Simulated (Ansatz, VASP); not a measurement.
## Two plane-wave programs on AlGa3As4

Contents of INCAR:

```
SYSTEM = AlGa3As4
PREC     = Accurate       ! precision mode
ENCUT    = 520            ! plane-wave cutoff, eV
EDIFF    = 1E-6           ! SCF threshold, eV
ISMEAR   = 0              ! smearing method
SIGMA    = 0.01           ! smearing width, eV
LREAL    = .False.        ! projectors in reciprocal space
LASPH    = .True.         ! aspherical terms in the spheres
NELM     = 60             ! most SCF steps
ALGO     = Normal         ! electronic algorithm
ISIF     = 2              ! what is computed and relaxed
LWAVE    = .False.        ! write WAVECAR
LCHARG   = .False.        ! write CHGCAR
GGA      = PE             ! functional
NBANDS   = 41             ! bands
```

The input KPOINTS:

```
Automatic mesh
0
Gamma
  6 4 4
  0 0 0
```

File POSCAR:

```
AlGa3As4
1.0
    4.1037282402      0.0000000000      0.0000000000
    0.0000000000      8.2021107187      0.0000000000
    0.0000000000      0.0000000000      5.7897076743
Al As Ga
1 4 3
Direct
    0.0000000000      0.0000000000      0.0007493540
    0.5000000000      0.0000000000      0.2484710459
    0.0000000000      0.2492726746      0.7506776715
    0.5000000000      0.5000000000      0.2497903936
    0.0000000000      0.7507273254      0.7506776715
    0.5000000000      0.2500316646      0.5000598858
    0.0000000000      0.5000000000     -0.0004859083
    0.5000000000      0.7499683354      0.5000598858
```

Input for Ansatz:

```yaml
crystal:
  lattice:
    - [4.1037282402, 0.0, 0.0]
    - [0.0, 8.2021107187, 0.0]
    - [0.0, 0.0, 5.7897076743]
  atoms:
    - { symbol: Al, position: [0.0, 0.0, 0.000749354] }
    - { symbol: As, position: [0.5, 0.0, 0.2484710459] }
    - { symbol: Ga, position: [0.5, 0.2500316646, 0.5000598858] }
    - { symbol: As, position: [0.0, 0.2492726746, 0.7506776715] }
    - { symbol: Ga, position: [0.0, 0.5, -0.0004859083] }
    - { symbol: As, position: [0.5, 0.5, 0.2497903936] }
    - { symbol: Ga, position: [0.5, 0.7499683354, 0.5000598858] }
    - { symbol: As, position: [0.0, 0.7507273254, 0.7506776715] }
kpoints:
  mp_grid: { grid: [6, 4, 4] }
hamiltonian:
  xc: pbe
scf:
  occupations: { method: fixed }
  n_extra_bands: 6
output:
  forces: true
  stress: true
  eigenvalues: true
```

Alike in both runs: task single point; functional PBE; k mesh 6 × 4 × 4; no spin polarisation.

|  | VASP | Ansatz |
| --- | --- | --- |
| version | VASP 6.6.1 | Ansatz 0.2.0 |
| potentials or method | VASP PAW PBE potentials, release 64 (Al, As, Ga_d) | plane waves, PAW |
| plane-wave cutoff (eV) | 520 | 420 |
| occupations | gaussian, width 0.01 eV | fixed |
| valence electrons in the cell | 62 | 102 |

VASP gave:

- gap on the k mesh at the Fermi level (eV): 0.34
- pressure (GPa): -1.6
- rms of the force components (eV/Å): 0.004

Q: Which values does Ansatz return?

A: gap on the k mesh at the Fermi level (eV): 0.33; pressure (GPa): -1.7; rms of the force components (eV/Å): 0.003.

VASP's potentials hold 62 valence electrons a cell and Ansatz's 102, so a difference there can come from the potentials and not from the codes.
